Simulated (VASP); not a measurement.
# Ru (P6_3/mmc) in VASP: a series of runs

Ru is run at these levels: PBEsol; tasks: single point.

All numbers are computed with VASP 6.6.1; they aren't measurements. Logs are shortened: lines on timing, memory, paths and dates and some standing lists are left out, and cuts for length are marked.

## 1. The cell of the first run

Symmetry: P6_3/mmc, No. 194, hexagonal system. The conventional cell has a = 2.706 Å, b = 2.706 Å, c = 4.239 Å, α = 90.00°, β = 90.00°, γ = 120.00°. Within 3.5 Å of Ru (site symmetry -6m2) lie 12 Ru at 2.63 to 2.71 Å.

## 2. Single point, PBEsol (zz strain of -1 %)

Contents of INCAR:

```
SYSTEM = Ru
ALGO     = Normal         ! electronic algorithm
EDIFF    = 1E-6           ! SCF threshold, eV
ENCUT    = 520            ! plane-wave cutoff, eV
GGA      = PS             ! functional
ISIF     = 2              ! what is computed and relaxed
ISMEAR   = -1             ! smearing method
LASPH    = .TRUE.         ! aspherical terms in the spheres
LCHARG   = .TRUE.         ! write CHGCAR
LELF     = .TRUE.         ! ELF
LREAL    = .FALSE.        ! projectors in reciprocal space
LVHAR    = .TRUE.       
LWAVE    = .FALSE.        ! write WAVECAR
NBANDS   = 21             ! bands
NELM     = 80             ! most SCF steps
PREC     = Accurate       ! precision mode
SIGMA    = 0.03           ! smearing width, eV
```

Contents of KPOINTS:

```
k-points
0
G
  14 14 8
  0 0 0
```

Contents of POSCAR:

```
Ru
1.0
    2.7057993342      0.0000000000      0.0000000000
   -1.3528996671      2.3432909610      0.0000000000
    0.0000000000      0.0000000000      4.2390810000
Ru
2
Direct
    0.3333333333      0.6666666667      0.2500000000
    0.6666666667      0.3333333333      0.7500000000
```

Potentials or basis: VASP PAW PBE potentials, release 64 (Ru_pv).

On the command line:

```console
$ cat potpaw_PBE.64/Ru_pv/POTCAR > POTCAR
$ mpirun -np 1 vasp_std > vasp.out
```

OUTCAR:

```text
SYSTEM = Ru
   EDIFF = 1E-6
   ENCUT = 520
   GGA = PS
   ISIF = 2
   ISMEAR = -1
   LASPH = .TRUE.
   LREAL = .FALSE.
   NELM = 80
   PREC = Accurate

 ion  position               nearest neighbor table
   1  0.333  0.667  0.250-   2 2.63   2 2.63   2 2.63   2 2.63   2 2.63   2 2.63
   2  0.667  0.333  0.750-   1 2.63   1 2.63   1 2.63   1 2.63   1 2.63   1 2.63

  LATTYP: Found a hexagonal cell.
 ALAT       =     2.7057993342
 C/A-ratio  =     1.5666649579

  Lattice vectors:

 A1 = (   2.7057993342,   0.0000000000,   0.0000000000)
 A2 = (  -1.3528996671,   2.3432909610,   0.0000000000)
 A3 = (   0.0000000000,   0.0000000000,   4.2390810000)

Analysis of symmetry for initial positions (statically):
=====================================================================
 Subroutine PRICEL returns:
 Original cell was already a primitive cell.

 Routine SETGRP: Setting up the symmetry group for a
 hexagonal supercell.

 Subroutine GETGRP returns: Found 24 space group operations
 (whereof 12 operations were pure point group operations)
 out of a pool of 24 trial point group operations.

The static configuration has the point symmetry D_3d.
 The point group associated with its full space group is D_6h.

Analysis of symmetry for dynamics (positions and initial velocities):
=====================================================================
 Subroutine PRICEL returns:
 Original cell was already a primitive cell.

 Routine SETGRP: Setting up the symmetry group for a
 hexagonal supercell.

 Subroutine GETGRP returns: Found 24 space group operations
 (whereof 12 operations were pure point group operations)
 out of a pool of 24 trial point group operations.

The dynamic configuration has the point symmetry D_3d.
 The point group associated with its full space group is D_6h.

 Subroutine INISYM returns: Found 24 space group operations
 (whereof 12 operations are pure point group operations),
 and found     1 'primitive' translations

----------------------------------------------------------------------------------------

                                     Primitive cell

  volume of cell :      26.8778

  direct lattice vectors                    reciprocal lattice vectors
     2.705799334  0.000000000  0.000000000     0.369576556  0.213375124  0.000000000
    -1.352899667  2.343290961  0.000000000     0.000000000  0.426750249  0.000000000
     0.000000000  0.000000000  4.239081000     0.000000000  0.000000000  0.235900187

  length of vectors
     2.705799334  2.705799334  4.239081000     0.426750249  0.426750249  0.235900187

  position of ions in fractional coordinates (direct lattice)
     0.333333333  0.666666667  0.250000000
     0.666666667  0.333333333  0.750000000

  ion indices of the primitive-cell ions
   primitive index   ion index
                 1           1
                 2           2

----------------------------------------------------------------------------------------

 KPOINTS: k-points

Automatic generation of k-mesh.
 Grid dimensions read from file:
 generate k-points for:   14   14    8

 Generating k-lattice:

  Cartesian coordinates                     Fractional coordinates (reciprocal lattice)
     0.026398325  0.015241080  0.000000000     0.071428571 -0.000000000  0.000000000
     0.000000000  0.030482161  0.000000000     0.000000000  0.071428571  0.000000000
     0.000000000  0.000000000  0.029487523     0.000000000  0.000000000  0.125000000

  Length of vectors
     0.030482161  0.030482161  0.029487523

  Shift w.r.t. Gamma in fractional coordinates (k-lattice)
     0.000000000  0.000000000  0.000000000

 Subroutine IBZKPT returns following result:
 ===========================================

 Found    120 irreducible k-points:

 Following reciprocal coordinates:
            Coordinates               Weight
  0.000000  0.000000  0.000000      1.000000
  0.071429  0.000000  0.000000      6.000000
  0.142857  0.000000  0.000000      6.000000
  0.214286  0.000000  0.000000      6.000000
  0.285714  0.000000  0.000000      6.000000
  0.357143  0.000000  0.000000      6.000000
[... 16 lines left out ...]
  0.285714  0.285714  0.000000      6.000000
  0.357143  0.285714  0.000000      6.000000
 [... further k-points ...]
   k-points           NKPTS =    120   k-points in BZ     NKDIM =    120   number of bands    NBANDS=     21
   number of dos      NEDOS =    301   number of ions     NIONS =      2
   total plane-waves  NPLWV =  12800
   dimension x,y,z NGX =    20 NGY =   20 NGZ =   32
   dimension x,y,z NGXF=    40 NGYF=   40 NGZF=   64
   ions per type =               2
   NGX,Y,Z   is equivalent  to a cutoff of  12.29, 12.29, 12.55 a.u.
   NGXF,Y,Z  is equivalent  to a cutoff of  24.58, 24.58, 25.10 a.u.
 SYSTEM =  Ru
   PREC   = accura    normal or accurate (medium, high low for compatibility)
   ISTART =      0    job   : 0-new  1-cont  2-samecut
   ICHARG =      2    charge: 1-file 2-atom 10-const
   ISPIN  =      1    spin polarized calculation?
   LNONCOLLINEAR =      F non collinear calculations
   LSORBIT =      F    spin-orbit coupling
   LASPH  =      T    aspherical Exc in radial PAW
   ENCUT  =  520.0 eV  38.22 Ry    6.18 a.u.   5.03  5.03  7.88*2*pi/ulx,y,z
   NELM   =     80;   NELMIN=  2; NELMDL= -5     # of ELM steps
   EDIFF  = 0.1E-05   stopping-criterion for ELM
   LREAL  =      F    real-space projection
   EDIFFG = 0.1E-04   stopping-criterion for IOM
   NSW    =      0    number of steps for IOM
   IBRION =     -1    ionic relax: 0-MD 1-quasi-New 2-CG
   NFREE  =      0    steps in history (QN), initial steepest desc. (CG)
   ISIF   =      2    stress and relaxation
   ISYM   =      2    0-nonsym 1-usesym 2-fastsym
   POTIM  = 0.5000    time-step for ionic-motion
   TEBEG  =    0.0;   TEEND  =   0.0 temperature during run
   PSTRESS=    0.0 pullay stress
   NELECT =      28.0000    total number of electrons
   NUPDOWN=      -1.0000    fix difference up-down
   EMIN   =  10.00;   EMAX   =-10.00  energy-range for DOS
   EFERMI =   0.00;   METHOD = LEGACY
   ISMEAR =    -1;   SIGMA  =   0.03  broadening in eV -4-tet -1-fermi 0-gaus
   EFERMI_NEDOS =   21; number of points for ismear=-14 and -15
   IALGO  =     38    algorithm
   IMIX   =      4    mixing-type and parameters
     AMIX     =   0.40;   BMIX     =  1.00
     AMIX_MAG =   1.60;   BMIX_MAG =  1.00
  volume/ion in A,a.u.               =      13.44        90.69
  Fermi-wavevector in a.u.,A,eV,Ry     =   1.659573  3.136138 37.472924  2.754182
  Thomas-Fermi vector in A             =   2.746958
   LORBIT       =      0    0 simple, 1 ext, 2 COOP (PROOUT), +10 PAW based schemes
   GGA     = PS    functional components
   LHFCALC =     F    Hartree Fock is set to
   AEXX    =    0.0000 exact exchange contribution
   IVDW    =     0    specifies the selected vdW correction
   LEPSILON=     F    determine dielectric tensor
   LRPA    =     F    only Hartree local field effects (RPA)
 non-spin polarized calculation
  energy-cutoff  :      520.00
  volume of cell :       26.88
 maximum number of plane-waves:       737
 NGX is ok and might be reduce to    20
   NGX =  9   NGY =  9   NGZ = 15

 number of electron      28.0000000 magnetization

 Free energy of the ion-electron system (eV)
  ---------------------------------------------------
  ext. energy  EPLUGINS =         0.00000000
  ---------------------------------------------------
  free energy    TOTEN  =       -20.33605989 eV

  energy without entropy =      -20.32967071  energy(sigma->0) =      -20.33286530

 E-fermi :  12.8773     XC(G=0): -14.3438

 val. band max:       12.8745099780   @ k =   0.4286   0.0714   0.2500
 cond. band min:      12.8921542130   @ k =   0.2857   0.1429   0.1250
 fundamental gap:      0.0176442349
 Fermi energy:        12.8773243276

 k-point     1 :       0.0000    0.0000    0.0000
  band No.  band energies     occupation
      1     -30.7756      2.00000
      2     -29.7976      2.00000
      3     -29.7976      2.00000
      4     -29.6115      2.00000
      5     -29.6115      2.00000
      6     -29.5612      2.00000
[... 13 lines left out ...]
     20      23.1492      0.00000
     21      23.4660      0.00000

 k-point     2 :       0.0714    0.0000    0.0000
  band No.  band energies     occupation
      1     -30.7575      2.00000
      2     -29.8349      2.00000
      3     -29.8105      2.00000
      4     -29.6506      2.00000
      5     -29.6164      2.00000
      6     -29.5700      2.00000
[... 13 lines left out ...]
     20      23.1492      0.00000
     21      23.4411      0.00000

 k-point     3 :       0.1429    0.0000    0.0000
  band No.  band energies     occupation
      1     -30.7048      2.00000
      2     -29.9394      2.00000
      3     -29.8456      2.00000
      4     -29.7585      2.00000
      5     -29.6307      2.00000
      6     -29.5967      2.00000
[... 13 lines left out ...]
     20      23.1491      0.00000
     21      23.3615      0.00000

 k-point     4 :       0.2143    0.0000    0.0000
  band No.  band energies     occupation
      1     -30.6229      2.00000
      2     -30.0907      2.00000
      3     -29.9100      2.00000
      4     -29.8946      2.00000
      5     -29.6530      2.00000
      6     -29.6409      2.00000
[... 13 lines left out ...]
     20      23.1489      0.00000
     21      23.2558      0.00000

 k-point     5 :       0.2857    0.0000    0.0000
  band No.  band energies     occupation
      1     -30.5203      2.00000
      2     -30.2586      2.00000
      3     -30.0726      2.00000
      4     -29.9470      2.00000
      5     -29.7014      2.00000
      6     -29.6792      2.00000
[... 13 lines left out ...]
     20      23.1485      0.00000
     21      23.1918      0.00000
[... 382 lines left out ...]
     20      23.1458      0.00000
     21      23.3688      0.00000

 k-point    22 :       0.3571    0.2143    0.0000
  band No.  band energies     occupation
      1     -30.4603      2.00000
      2     -30.2729      2.00000
      3     -30.1918      2.00000
      4     -30.1623      2.00000
      5     -29.9413      2.00000
      6     -29.9136      2.00000
[... 13 lines left out ...]
     20      23.1483      0.00000
     21      23.1552      0.00000

 k-point    23 :       0.2857    0.2857    0.0000
  band No.  band energies     occupation
      1     -30.4228      2.00000
      2     -30.2841      2.00000
      3     -30.1767      2.00000
      4     -30.1573      2.00000
      5     -29.9675      2.00000
      6     -29.9542      2.00000
[... 13 lines left out ...]
     20      23.1490      0.00000
     21      23.1511      0.00000

 k-point    24 :       0.3571    0.2857    0.0000
  band No.  band energies     occupation
      1     -30.4276      2.00000
      2     -30.2295      2.00000
      3     -30.2294      2.00000
      4     -30.1116      2.00000
      5     -30.0134      2.00000
      6     -30.0027      2.00000
[... 13 lines left out ...]
     20      23.1498      0.00000
     21      23.1503      0.00000

 [... further k-points ...]
[... 5 lines left out ...]
  --------------------------------------------------------------------------------------
  -------------------------------------------------------------------------------------
  Total       -0.6457186     -0.6457186     -0.1427834      0.0000000     -0.0000000      0.0000000
  in kB      -38.4911006    -38.4911006     -8.5112801      0.0000000     -0.0000000      0.0000000
  external PRESSURE =     -28.4978271 kB  Pullay stress =       0.0000000 kB

 VOLUME and BASIS-vectors are now :
 -----------------------------------------------------------------------------
  energy-cutoff  :      520.00
  volume of cell :       26.88
      direct lattice vectors                 reciprocal lattice vectors
     2.705799334  0.000000000  0.000000000     0.369576556  0.213375124  0.000000000
    -1.352899667  2.343290961  0.000000000     0.000000000  0.426750249  0.000000000
     0.000000000  0.000000000  4.239081000     0.000000000  0.000000000  0.235900187

 POSITION                                       TOTAL-FORCE (eV/Angst)
 -----------------------------------------------------------------------------------
     -0.00000      1.56219      1.05977         0.000000     -0.000000      0.000000
      1.35290      0.78110      3.17931        -0.000000      0.000000      0.000000
 -----------------------------------------------------------------------------------
    total drift:                               -0.000000      0.000000     -0.000000

  FREE ENERGIE OF THE ION-ELECTRON SYSTEM (eV)
  ---------------------------------------------------
  free  energy   TOTEN  =       -20.3360598885 eV

  energy  without entropy=      -20.3296707068  energy(sigma->0) =      -20.33286530
```

It took 44 s on 1 thread of Intel Xeon Platinum 8375C at 2.90GHz (Ice Lake), shared host; peak memory 0.17 GiB.

Results:

| Quantity | Value |
| --- | --- |
| Free energy | -20.3361 eV |
| Pressure | -2.8 GPa |
| Band gap on the k mesh | zero (band 14 reaches 14.50 eV, above the bottom of band 15 at 11.28 eV) |

Levels at points of the mesh, in eV from the Fermi level:
```tsv
k point	band 11	band 12	band 13	band 14	band 15	band 16	band 17	band 18
(0.00, 0.00, 0.00)	-2.36	-1.92	-1.92	-1.48	-1.48	1.22	1.22	1.37
(0.50, 0.00, 0.00)	-2.04	-1.87	-1.49	1.41	1.86	2.02	4.10	6.15
(0.00, 0.00, 0.50)	-2.84	-2.84	-2.71	-2.71	0.58	0.58	0.58	0.58
(0.50, 0.00, 0.50)	-1.11	-1.11	0.44	0.44	1.69	1.69	3.41	3.41
```

Caveat: the cell differs from its parent crystal (zz strain of -1 %); the PAW data sets were made with another functional, which shifts forces and pressure a little.

## 3. Single point, PBEsol (zz strain of +2 %)

Contents of INCAR:

```
ALGO = Normal ; EDIFF = 1E-7
ENCUT = 520 ; GGA = PS
ISIF = 2 ; ISMEAR = -1
LASPH = T ; LCHARG = F
LREAL = F ; LWAVE = F
NBANDS = 21 ; NELM = 60
PREC = Accurate ; SIGMA = 0.03
```

Contents of KPOINTS:

```
k-points
0
Gamma
  14 14 8
```

Edit POSCAR of step 2 so:

```diff
@@ -4,3 +4,3 @@
    -1.3528996671      2.3432909610      0.0000000000
-    0.0000000000      0.0000000000      4.2390810000
+    0.0000000000      0.0000000000      4.3675380000
 Ru
```

Potentials or basis: VASP PAW PBE potentials, release 64 (Ru_pv).

On the command line:

```console
$ cat potpaw_PBE.64/Ru_pv/POTCAR > POTCAR
$ mpirun -np 1 vasp_std > vasp.out
```

Run time: 43 s. Hardware: 1 thread of Intel Xeon Platinum 8375C at 2.90GHz (Ice Lake), shared host; peak memory 0.17 GiB.

The run converged. Its results:

* Free energy: -20.2823 eV
* Pressure: -12.4 GPa
* Band gap on the k mesh: zero (band 14 reaches 14.02 eV, above the bottom of band 15 at 10.91 eV)

Stress tensor (GPa, compression positive):
```
 -8.72   0.00   0.00
  0.00  -8.72   0.00
  0.00   0.00 -19.79
```

Levels at points of the mesh, in eV from the Fermi level:
| k point | band 12 | band 13 | band 14 | band 15 | band 16 | band 17 |
| --- | --- | --- | --- | --- | --- | --- |
| (0.00, 0.00, 0.00) | -1.87 | -1.87 | -1.19 | -1.19 | 1.01 | 1.18 |
| (0.50, 0.00, 0.00) | -1.71 | -1.57 | 1.53 | 1.80 | 1.90 | 4.01 |
| (0.00, 0.00, 0.50) | -2.61 | -2.61 | -2.61 | 0.54 | 0.54 | 0.54 |
| (0.50, 0.00, 0.50) | -0.94 | 0.44 | 0.44 | 1.75 | 1.75 | 3.32 |

Caveat: the cell differs from its parent crystal (zz strain of +2 %); the PAW data sets were made with another functional, which shifts forces and pressure a little.

## 4. Single point, PBEsol (volume scaled by 0.9405)

Contents of INCAR:

```
ALGO = Normal
EDIFF = 1E-7
ENCUT = 520
GGA = PS
ISIF = 2
ISMEAR = -1
LASPH = T
LCHARG = F
LREAL = F
LWAVE = F
NBANDS = 21
NELM = 80
PREC = Accurate
SIGMA = 0.03
```

KPOINTS is that of step 3.

Contents of POSCAR:

```
Ru
1.0
    2.6510333155      0.0000000000      0.0000000000
   -1.3255166578      2.2958621976      0.0000000000
    0.0000000000      0.0000000000      4.1952333309
Ru
2
Direct
    0.3333333333      0.6666666667      0.2500000000
    0.6666666667      0.3333333333      0.7500000000
```

Potentials or basis: VASP PAW PBE potentials, release 64 (Ru_pv).

On the command line:

```console
$ cat potpaw_PBE.64/Ru_pv/POTCAR > POTCAR
$ mpirun -np 1 vasp_std > vasp.out
```

OUTCAR:

```text
EDIFF = 1E-7
   ENCUT = 520
   GGA = PS
   ISIF = 2
   ISMEAR = -1
   LASPH = T
   LREAL = F
   NELM = 80
   PREC = Accurate

 ion  position               nearest neighbor table
   1  0.333  0.667  0.250-   2 2.60   2 2.60   2 2.60   2 2.60   2 2.60   2 2.60
   2  0.667  0.333  0.750-   1 2.60   1 2.60   1 2.60   1 2.60   1 2.60   1 2.60

  LATTYP: Found a hexagonal cell.
 ALAT       =     2.6510333155
 C/A-ratio  =     1.5824898565

  Lattice vectors:

[... 190 lines left out ...]
      2     -28.8493      2.00000
      3     -28.8493      2.00000
      4     -28.6427      2.00000
      5     -28.6427      2.00000
      6     -28.5986      2.00000
[... 565 lines left out ...]
     20      24.0697      0.00000
     21      24.0706      0.00000

 [... further k-points ...]
[... 5 lines left out ...]
  --------------------------------------------------------------------------------------
  -------------------------------------------------------------------------------------
  Total        2.6578406      2.6578406      2.5116008     -0.0000000     -0.0000000     -0.0000000
  in kB      166.7717153    166.7717153    157.5955926     -0.0000000     -0.0000000     -0.0000000
  external PRESSURE =     163.7130077 kB  Pullay stress =       0.0000000 kB

 VOLUME and BASIS-vectors are now :
 -----------------------------------------------------------------------------
  energy-cutoff  :      520.00
  volume of cell :       25.53
      direct lattice vectors                 reciprocal lattice vectors
     2.651033315  0.000000000  0.000000000     0.377211404  0.217783106  0.000000000
    -1.325516658  2.295862198  0.000000000     0.000000000  0.435566212  0.000000000
     0.000000000  0.000000000  4.195233331     0.000000000  0.000000000  0.238365764

 POSITION                                       TOTAL-FORCE (eV/Angst)
 -----------------------------------------------------------------------------------
     -0.00000      1.53057      1.04881         0.000000     -0.000000      0.000000
      1.32552      0.76529      3.14642        -0.000000      0.000000      0.000000
 -----------------------------------------------------------------------------------
    total drift:                               -0.000000      0.000000     -0.000000

  FREE ENERGIE OF THE ION-ELECTRON SYSTEM (eV)
  ---------------------------------------------------
  free  energy   TOTEN  =       -20.2836556164 eV

  energy  without entropy=      -20.2774438737  energy(sigma->0) =      -20.28054975
```

Run time: 22 s. Hardware: 1 thread of AMD EPYC 9R45 (Zen 5), shared host; peak memory 0.14 GiB.

What came out:

| Item | Value |
| --- | --- |
| Free energy | -20.2837 eV |
| Pressure | 16.4 GPa |
| Band gap on the k mesh | zero (band 14 reaches 15.67 eV, above the bottom of band 15 at 12.20 eV) |

Levels at points of the mesh, in eV from the Fermi level:
```csv
k point,band 12,band 13,band 14,band 15,band 16,band 17
"(0.00, 0.00, 0.00)",-2.09,-2.09,-1.51,-1.51,1.32,1.32
"(0.50, 0.00, 0.00)",-1.92,-1.64,1.62,2.08,2.16,4.43
"(0.00, 0.00, 0.50)",-3.02,-2.93,-2.93,0.63,0.63,0.63
"(0.50, 0.00, 0.50)",-1.15,0.49,0.49,1.90,1.90,3.64
```

Caveat: the PAW data sets were made with another functional, which shifts forces and pressure a little.

(Continued in part 2 of 2.)
